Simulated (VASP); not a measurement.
# CaDyAs3 (Pm-3m) in VASP: notebook

CaDyAs3 is run at these levels: PBE; tasks: single point, relaxation of cell and atoms.

Program: VASP 6.6.1. These are calculated values, not measurements. Logs are shortened: lines on timing, memory, paths and dates and some standing lists are left out, and cuts for length are marked.

## 1. The cell of the first run

Symmetry: Pm-3m, No. 221, cubic system. Conventional cell: a = 4.949 Å, b = 4.949 Å, c = 4.949 Å, α = 90.00°, β = 90.00°, γ = 90.00°. Ca (site symmetry m-3m) has 6 As at 2.47 Å within 3.3 Å. Dy (site symmetry m-3m) has 12 As at 3.50 Å and 8 Ca at 4.29 Å within 4.6 Å. Within 3.3 Å of As (site symmetry 4/mmm) lie 2 Ca at 2.47 Å.

The cell was built from a structure type or drawn by symmetry, and may not be a known phase.

## 2. Single point, PBE

INCAR

```
PREC = Accurate
ENCUT = 500
EDIFF = 1E-6
ISMEAR = 0
SIGMA = 0.1
LREAL = False
LASPH = True
NELM = 200
ALGO = Normal
ISIF = 2
LWAVE = False
LCHARG = False
GGA = PE
NBANDS = 25
GGA_COMPAT = False
LMAXMIX = 6
```

KPOINTS

```
Automatic mesh
0
Gamma
  4 4 4
```

POSCAR

```
CaDyAs3
1.0
    4.9493152700      0.0000000000      0.0000000000
    0.0000000000      4.9493152700      0.0000000000
    0.0000000000      0.0000000000      4.9493152700
Ca Dy As
1 1 3
Direct
    0.5000000000      0.5000000000      0.5000000000
    0.0000000000      0.0000000000      0.0000000000
    0.5000000000      0.0000000000      0.5000000000
    0.0000000000      0.5000000000      0.5000000000
    0.5000000000      0.5000000000      0.0000000000
```

Potentials or basis: VASP PAW PBE potentials, release 64 (Ca_sv, Dy_3, As), 4f in core.

The run is started by

```console
> cat potpaw_PBE.64/Ca_sv/POTCAR potpaw_PBE.64/Dy_3/POTCAR potpaw_PBE.64/As/POTCAR > POTCAR
> mpirun -np 1 vasp_std > vasp.out
```

OUTCAR:

```text
PREC = Accurate
   ENCUT = 500
   EDIFF = 1E-6
   ISMEAR = 0
   LREAL = False
   LASPH = True
   NELM = 200
   ISIF = 2
   GGA = PE

 ion  position               nearest neighbor table
   1  0.500  0.500  0.500-   3 2.47   4 2.47   5 2.47   5 2.47   3 2.47   4 2.47
   2  0.000  0.000  0.000-
   3  0.500  0.000  0.500-   1 2.47   1 2.47
   4  0.000  0.500  0.500-   1 2.47   1 2.47
   5  0.500  0.500  0.000-   1 2.47   1 2.47

  LATTYP: Found a simple cubic cell.
 ALAT       =     4.9493152700

  Lattice vectors:

 A1 = (   4.9493152700,   0.0000000000,   0.0000000000)
 A2 = (   0.0000000000,   4.9493152700,   0.0000000000)
 A3 = (   0.0000000000,   0.0000000000,   4.9493152700)

Analysis of symmetry for initial positions (statically):
=====================================================================
 Subroutine PRICEL returns:
 Original cell was already a primitive cell.

 Routine SETGRP: Setting up the symmetry group for a
 simple cubic supercell.

 Subroutine GETGRP returns: Found 48 space group operations
 (whereof 48 operations were pure point group operations)
 out of a pool of 48 trial point group operations.

The static configuration has the point symmetry O_h .

Analysis of symmetry for dynamics (positions and initial velocities):
=====================================================================
 Subroutine PRICEL returns:
 Original cell was already a primitive cell.

 Routine SETGRP: Setting up the symmetry group for a
 simple cubic supercell.

 Subroutine GETGRP returns: Found 48 space group operations
 (whereof 48 operations were pure point group operations)
 out of a pool of 48 trial point group operations.

The dynamic configuration has the point symmetry O_h .

 Subroutine INISYM returns: Found 48 space group operations
 (whereof 48 operations are pure point group operations),
 and found     1 'primitive' translations

----------------------------------------------------------------------------------------

                                     Primitive cell

  volume of cell :     121.2370

  direct lattice vectors                    reciprocal lattice vectors
     4.949315270  0.000000000  0.000000000     0.202048151  0.000000000  0.000000000
     0.000000000  4.949315270  0.000000000     0.000000000  0.202048151  0.000000000
     0.000000000  0.000000000  4.949315270     0.000000000  0.000000000  0.202048151

  length of vectors
     4.949315270  4.949315270  4.949315270     0.202048151  0.202048151  0.202048151

  position of ions in fractional coordinates (direct lattice)
     0.500000000  0.500000000  0.500000000
     0.000000000  0.000000000  0.000000000
     0.500000000  0.000000000  0.500000000
     0.000000000  0.500000000  0.500000000
     0.500000000  0.500000000  0.000000000

  ion indices of the primitive-cell ions
   primitive index   ion index
                 1           1
                 2           2
                 3           3
                 4           4
                 5           5

----------------------------------------------------------------------------------------

 KPOINTS: Automatic mesh

Automatic generation of k-mesh.
 Grid dimensions read from file:
 generate k-points for:    4    4    4

 Generating k-lattice:

  Cartesian coordinates                     Fractional coordinates (reciprocal lattice)
     0.050512038  0.000000000  0.000000000     0.250000000  0.000000000  0.000000000
     0.000000000  0.050512038  0.000000000     0.000000000  0.250000000  0.000000000
     0.000000000  0.000000000  0.050512038     0.000000000  0.000000000  0.250000000

  Length of vectors
     0.050512038  0.050512038  0.050512038

  Shift w.r.t. Gamma in fractional coordinates (k-lattice)
     0.000000000  0.000000000  0.000000000

 Subroutine IBZKPT returns following result:
 ===========================================

 Found     10 irreducible k-points:

 Following reciprocal coordinates:
            Coordinates               Weight
  0.000000  0.000000  0.000000      1.000000
  0.250000  0.000000  0.000000      6.000000
[... 51 lines left out ...]

 k-point     4 :       0.2500    0.2500    0.0000
  band No.  band energies     occupation
      1     -34.6530      2.00000
      2     -20.7749      2.00000
      3     -20.7749      2.00000
      4     -20.7697      2.00000
      5     -16.1208      2.00000
      6     -16.1192      2.00000
[... 17 lines left out ...]
     24       6.8960      0.00000
     25       8.0640      0.00000

 k-point     5 :       0.5000    0.2500    0.0000
  band No.  band energies     occupation
      1     -34.6532      2.00000
      2     -20.7796      2.00000
      3     -20.7743      2.00000
      4     -20.7691      2.00000
      5     -16.1532      2.00000
      6     -16.1176      2.00000
[... 17 lines left out ...]
     24       7.5209      0.00000
     25       8.2796      0.00000

 k-point     6 :       0.5000    0.5000    0.0000
  band No.  band energies     occupation
      1     -34.6534      2.00000
      2     -20.7791      2.00000
      3     -20.7791      2.00000
      4     -20.7686      2.00000
      5     -16.1501      2.00000
      6     -16.1501      2.00000
[... 17 lines left out ...]
     24       7.6531      0.00000
     25       8.0614      0.00000

 k-point     7 :       0.2500    0.2500    0.2500
  band No.  band energies     occupation
      1     -34.6532      2.00000
      2     -20.7745      2.00000
      3     -20.7742      2.00000
      4     -20.7742      2.00000
      5     -16.1189      2.00000
      6     -16.1174      2.00000
[... 17 lines left out ...]
     24       7.7274      0.00000
     25       7.7274      0.00000

 k-point     8 :       0.5000    0.2500    0.2500
  band No.  band energies     occupation
      1     -34.6534      2.00000
      2     -20.7789      2.00000
      3     -20.7739      2.00000
      4     -20.7735      2.00000
      5     -16.1508      2.00000
      6     -16.1160      2.00000
[... 17 lines left out ...]
     24       7.4063      0.00000
     25       7.7089      0.00000

 k-point     9 :       0.5000    0.5000    0.2500
  band No.  band energies     occupation
      1     -34.6537      2.00000
      2     -20.7782      2.00000
      3     -20.7782      2.00000
      4     -20.7730      2.00000
      5     -16.1485      2.00000
      6     -16.1485      2.00000
[... 17 lines left out ...]
     24       7.2062      0.00000
     25       7.2062      0.00000

 k-point    10 :       0.5000    0.5000    0.5000
  band No.  band energies     occupation
      1     -34.6539      2.00000
      2     -20.7774      2.00000
      3     -20.7774      2.00000
      4     -20.7774      2.00000
      5     -16.1468      2.00000
      6     -16.1468      2.00000
[... 17 lines left out ...]
     24       6.2898      0.00000
     25       6.2898      0.00000

------------------------ aborting loop because EDIFF is reached ----------------------------------------

  FORCE on cell =-STRESS in cart. coord.  units (eV):
  Direction    XX          YY          ZZ          XY          YZ          ZX
  --------------------------------------------------------------------------------------
  -------------------------------------------------------------------------------------
  Total        6.2004639      6.2004639      6.2004639      0.0000000     -0.0000000      0.0000000
  in kB       81.9406513     81.9406513     81.9406513      0.0000000     -0.0000000      0.0000000
  external PRESSURE =      81.9406513 kB  Pullay stress =       0.0000000 kB

 VOLUME and BASIS-vectors are now :
 -----------------------------------------------------------------------------
  energy-cutoff  :      500.00
  volume of cell :      121.24
      direct lattice vectors                 reciprocal lattice vectors
     4.949315270  0.000000000  0.000000000     0.202048151  0.000000000  0.000000000
     0.000000000  4.949315270  0.000000000     0.000000000  0.202048151  0.000000000
     0.000000000  0.000000000  4.949315270     0.000000000  0.000000000  0.202048151

 POSITION                                       TOTAL-FORCE (eV/Angst)
 -----------------------------------------------------------------------------------
      2.47466      2.47466      2.47466         0.000000      0.000000      0.000000
      0.00000      0.00000      0.00000         0.000000      0.000000      0.000000
      2.47466      0.00000      2.47466         0.000000      0.000000      0.000000
      0.00000      2.47466      2.47466         0.000000      0.000000      0.000000
      2.47466      2.47466      0.00000         0.000000      0.000000      0.000000
 -----------------------------------------------------------------------------------
    total drift:                                0.000000      0.000000      0.000000

  FREE ENERGIE OF THE ION-ELECTRON SYSTEM (eV)
  ---------------------------------------------------
  free  energy   TOTEN  =       -19.1688308846 eV

  energy  without entropy=      -19.1460576238  energy(sigma->0) =      -19.15744425
```

It took 37 s on 1 thread of Intel Xeon Platinum 8488C (Sapphire Rapids), shared host; peak memory 0.21 GiB.

What came out:

| Property | Result |
| --- | --- |
| Free energy | -19.1688 eV |
| Pressure | 8.2 GPa |
| Band gap on the k mesh | zero (bands 17 and 18 overlap by 1.17 eV) |

Levels at points of the mesh, in eV from the Fermi level:
```
           k point  band 14  band 15  band 16  band 17  band 18  band 19  band 20  band 21
(0.00, 0.00, 0.00)    -0.30    -0.30    -0.30     0.75     0.75     0.86     0.87     0.87
(0.50, 0.00, 0.00)    -2.11    -2.11    -1.95    -1.95     1.01     1.01     1.36     1.91
(0.50, 0.50, 0.00)    -2.41    -1.58    -1.58    -1.28    -0.42     0.85     1.49     2.16
(0.50, 0.50, 0.50)    -3.96    -1.23    -1.23     0.23     1.73     1.73     1.73     1.87
```

Caveat: the cell stands under pressure; spin-orbit coupling is left out, which moves the levels of the heavy elements; the 4f electrons are frozen in the core, so they carry no moment and show no levels. Spin polarisation is off, so any magnetic state and its effect on volume and gap are missing.

## 3. Single point, PBE

This run uses another cell than the first one, of 27.88 Å³/atom.

INCAR

```
SYSTEM = CaDyAs3
ALGO = Normal ; EDIFF = 1E-6
ENCUT = 500 ; GGA = PE
GGA_COMPAT = .FALSE. ; ISIF = 2
ISMEAR = 0 ; LASPH = .TRUE.
LCHARG = .FALSE. ; LMAXMIX = 6
LREAL = .FALSE. ; LWAVE = .FALSE.
NBANDS = 25 ; NELM = 200
PREC = Accurate ; SIGMA = 0.1
```

KPOINTS

```
k-points
0
G
  4 4 4
  0 0 0
```

Edit POSCAR of step 2 so:

```diff
@@ -2,5 +2,5 @@
 1.0
-    4.9493152700      0.0000000000      0.0000000000
-    0.0000000000      4.9493152700      0.0000000000
-    0.0000000000      0.0000000000      4.9493152700
+    5.1850447228      0.0000000000      0.0000000000
+    0.0000000000      5.1850447228      0.0000000000
+    0.0000000000      0.0000000000      5.1850447228
 Ca Dy As
```

Potentials or basis: VASP PAW PBE potentials, release 64 (Ca_sv, Dy_3, As), 4f in core.

The run is started by

```console
> cat potpaw_PBE.64/Ca_sv/POTCAR potpaw_PBE.64/Dy_3/POTCAR potpaw_PBE.64/As/POTCAR > POTCAR
> mpirun -np 1 vasp_std > vasp.out
```

Run time: 50 s. Hardware: 1 thread of Intel Xeon Platinum 8488C (Sapphire Rapids), shared host; peak memory 0.25 GiB.

It converged, with:

```yaml
Free_energy: -19.6038 eV
Pressure: 0.3 GPa
Band_gap_on_the_k_mesh: zero (bands 17 and 18 overlap by 0.98 eV)
```

Levels at points of the mesh, in eV from the Fermi level:
```
           k point  band 14  band 15  band 16  band 17  band 18  band 19  band 20  band 21
(0.00, 0.00, 0.00)    -0.18    -0.18    -0.18     0.43     0.77     0.77     0.97     0.97
(0.50, 0.00, 0.00)    -1.85    -1.69    -1.55    -1.55     0.72     0.72     1.27     1.65
(0.50, 0.50, 0.00)    -1.94    -1.39    -1.39    -0.99    -0.55     0.75     1.33     1.81
(0.50, 0.50, 0.50)    -3.39    -0.95    -0.95     0.14     1.47     1.47     1.47     1.56
```

Caveat: spin-orbit coupling is left out, which moves the levels of the heavy elements; the 4f electrons are frozen in the core, so they carry no moment and show no levels.

## 4. Relaxation of cell and atoms, PBE

INCAR

```
SYSTEM = CaDyAs3
PREC = Accurate
ENCUT = 500
EDIFF = 1E-7
ISMEAR = 0
SIGMA = 0.1
LREAL = .FALSE.
LASPH = .TRUE.
NELM = 200
ALGO = Normal
ISIF = 3
LWAVE = .FALSE.
LCHARG = .FALSE.
GGA = PE
IBRION = 2
NSW = 90
EDIFFG = -0.04
GGA_COMPAT = .FALSE.
NELMIN = 4
LMAXMIX = 6
```

KPOINTS

```
Automatic mesh
0
G
  4 4 4
  0 0 0
```

Edit POSCAR of step 3 so:

```diff
@@ -2,5 +2,5 @@
 1.0
-    5.1850447228      0.0000000000      0.0000000000
-    0.0000000000      5.1850447228      0.0000000000
-    0.0000000000      0.0000000000      5.1850447228
+    4.9493152700      0.0000000000      0.0000000000
+    0.0000000000      4.9493152700      0.0000000000
+    0.0000000000      0.0000000000      4.9493152700
 Ca Dy As
```

The run is started by

```console
> cat potpaw_PBE.64/Ca_sv/POTCAR potpaw_PBE.64/Dy_3/POTCAR potpaw_PBE.64/As/POTCAR > POTCAR
> mpirun -np 1 vasp_std > vasp.out
```

Wall time 75 s (1 thread of Intel Xeon Platinum 8488C (Sapphire Rapids), shared host); peak memory 0.23 GiB.

The run converged. Its results:

```
Free energy                           : -19.6025 eV
Relaxed volume                        : 28.05 Å³/atom
Relaxed cell                          : a = 5.196 Å, b = 5.196 Å, c = 5.196 Å, α = 90.00°, β = 90.00°, γ = 90.00°
Space group after relaxing (to 0.1 Å) : Pm-3m (No. 221)
Energy gained by relaxing             : 86.7 meV/atom
Ionic steps                           : 3
Pressure after relaxing               : 0.0 GPa
Band gap on the k mesh                : zero (bands 17 and 18 overlap by 0.97 eV)
```

The path:
| step | energy change (eV) | largest force (eV/Å) | pressure (GPa) | volume (Å³) |
| --- | --- | --- | --- | --- |
| 1 | 0.0000 | 0.0000 | 8.20 | 121.24 |
| 2 | -0.4199 | 0.0000 | -1.10 | 144.34 |
| 3 | -0.4337 | 0.0000 | 0.05 | 140.24 |

Final structure:
```
Ca Dy As
1.0
     5.19550    0.00000    0.00000
     0.00000    5.19550    0.00000
     0.00000    0.00000    5.19550
Ca Dy As
1 1 3
Direct
  0.50000 0.50000 0.50000
  0.00000 0.00000 0.00000
  0.50000 0.00000 0.50000
  0.00000 0.50000 0.50000
  0.50000 0.50000 0.00000
```

Levels at points of the mesh, in eV from the Fermi level:
```
           k point  band 15  band 16  band 17  band 18  band 19  band 20
(0.00, 0.00, 0.00)    -0.18    -0.18     0.42     0.77     0.77     0.97
(0.50, 0.00, 0.00)    -1.67    -1.53    -1.53     0.71     0.71     1.26
(0.50, 0.50, 0.00)    -1.38    -1.38    -0.97    -0.55     0.75     1.32
(0.50, 0.50, 0.50)    -0.94    -0.94     0.14     1.46     1.46     1.46
```

Caveat: the volume moved by over 15 % at a fixed basis, so the end points are rough; spin-orbit coupling is left out, which moves the levels of the heavy elements; the 4f electrons are frozen in the core, so they carry no moment and show no levels. Spin polarisation is off, so any magnetic state and its effect on volume and gap are missing.

## 5. Single point, PBE

This run uses another cell than the first one, of 27.81 Å³/atom.

INCAR

```
SYSTEM = CaDyAs3
ALGO = Normal ; EDIFF = 1E-6
ENCUT = 500 ; GGA = PE
GGA_COMPAT = .FALSE. ; ISIF = 2
ISMEAR = 0 ; LASPH = .TRUE.
LCHARG = .FALSE. ; LMAXMIX = 6
LREAL = .FALSE. ; LWAVE = .FALSE.
NBANDS = 25 ; NELM = 200
PREC = Accurate ; SIGMA = 0.1
```

KPOINTS

```
k-points
0
G
  8 8 8
  0 0 0
```

Edit POSCAR of step 4 so:

```diff
@@ -2,5 +2,5 @@
 1.0
-    4.9493152700      0.0000000000      0.0000000000
-    0.0000000000      4.9493152700      0.0000000000
-    0.0000000000      0.0000000000      4.9493152700
+    5.1806528813      0.0000000000      0.0000000000
+    0.0000000000      5.1806528813      0.0000000000
+    0.0000000000      0.0000000000      5.1806528813
 Ca Dy As
```

The run is started by

```console
> cat potpaw_PBE.64/Ca_sv/POTCAR potpaw_PBE.64/Dy_3/POTCAR potpaw_PBE.64/As/POTCAR > POTCAR
> mpirun -np 1 vasp_std > vasp.out
```

It took 2.3 min on 1 thread of Intel Xeon Platinum 8488C (Sapphire Rapids), shared host; peak memory 0.32 GiB.

The run converged. Its results:

| Item | Value |
| --- | --- |
| Free energy | -19.6501 eV |
| Pressure | 0.1 GPa |
| Band gap on the k mesh | zero (bands 17 and 18 overlap by 1.14 eV) |

Levels at points of the mesh, in eV from the Fermi level:
```csv
k point,band 13,band 14,band 15,band 16,band 17,band 18,band 19,band 20,band 21,band 22
"(0.00, 0.00, 0.00)",-2.52,-0.18,-0.18,-0.18,0.44,0.76,0.76,0.96,0.96,0.96
"(0.50, 0.00, 0.00)",-2.25,-1.86,-1.69,-1.55,-1.55,0.71,0.71,1.26,1.64,2.98
"(0.50, 0.50, 0.00)",-1.95,-1.95,-1.39,-1.39,-1.00,-0.55,0.75,1.32,1.81,2.93
"(0.50, 0.50, 0.50)",-3.40,-3.40,-0.96,-0.96,0.14,1.47,1.47,1.47,1.55,1.55
```

Caveat: spin-orbit coupling is left out, which moves the levels of the heavy elements; the 4f electrons are frozen in the core, so they carry no moment and show no levels.

## 6. Single point, PBE

This run uses another cell than the first one, of 27.81 Å³/atom.

INCAR

```
PREC     = Accurate       # precision mode
ENCUT    = 500            # plane-wave cutoff, eV
EDIFF    = 1E-6           # SCF threshold, eV
ISMEAR   = 0              # smearing method
SIGMA    = 0.1            # smearing width, eV
LREAL    = F              # projectors in reciprocal space
LASPH    = T              # aspherical terms in the spheres
NELM     = 200            # most SCF steps
ALGO     = Normal         # electronic algorithm
ISIF     = 2              # what is computed and relaxed
LWAVE    = F              # write WAVECAR
LCHARG   = F              # write CHGCAR
GGA      = PE             # functional
NBANDS   = 25             # bands
GGA_COMPAT= F            
LMAXMIX  = 6              # l up to which the mixer works
```

KPOINTS

```
Automatic mesh
0
Gamma
  8 8 8
```

POSCAR is that of step 5.

Potentials or basis: VASP PAW PBE potentials, release 64 (Ca_sv, Dy_3, As), 4f in core.

The run is started by

```console
> cat potpaw_PBE.64/Ca_sv/POTCAR potpaw_PBE.64/Dy_3/POTCAR potpaw_PBE.64/As/POTCAR > POTCAR
> mpirun -np 1 vasp_std > vasp.out
```

Run time: 2.4 min. Hardware: 1 thread of Intel Xeon Platinum 8488C (Sapphire Rapids), shared host; peak memory 0.32 GiB.

It converged, with:

* Free energy: -19.6501 eV
* Pressure: 0.1 GPa
* Band gap on the k mesh: zero (bands 17 and 18 overlap by 1.14 eV)

Levels at points of the mesh, in eV from the Fermi level:
```csv
k point,band 14,band 15,band 16,band 17,band 18,band 19,band 20,band 21
"(0.00, 0.00, 0.00)",-0.18,-0.18,-0.18,0.44,0.76,0.76,0.96,0.96
"(0.50, 0.00, 0.00)",-1.86,-1.69,-1.55,-1.55,0.71,0.71,1.26,1.64
"(0.50, 0.50, 0.00)",-1.95,-1.39,-1.39,-1.00,-0.55,0.75,1.32,1.81
"(0.50, 0.50, 0.50)",-3.40,-0.96,-0.96,0.14,1.47,1.47,1.47,1.55
```

Caveat: spin-orbit coupling is left out, which moves the levels of the heavy elements; the 4f electrons are frozen in the core, so they carry no moment and show no levels.

## 7. The runs side by side

```csv
task,cell,k mesh,gap on the mesh (eV),pressure (GPa)
single point,"a = 4.949 Å, 5 atoms",4 × 4 × 4,none,8.2
single point,"a = 5.185 Å, 5 atoms",4 × 4 × 4,none,0.3
relaxation of cell and atoms,"relaxed from a = 4.949 Å, 5 atoms",4 × 4 × 4,none,0.0
single point,"a = 5.181 Å, 5 atoms",8 × 8 × 8,none,0.1
```

Alike in all rows: level PBE; potentials or basis VASP PAW PBE potentials, release 64 (Ca_sv, Dy_3, As), 4f in core; no spin polarisation; cutoff (eV) 500; smearing gaussian 0.1 eV.

Caveats: spin-orbit coupling is left out, which moves the levels of the heavy elements; the 4f electrons are frozen in the core, so they carry no moment and show no levels; the cell stands under pressure (at least some runs); the volume moved by over 15 % at a fixed basis, so the end points are rough (at least some runs).

Absolute energies hang on the potentials; compare differences alone.
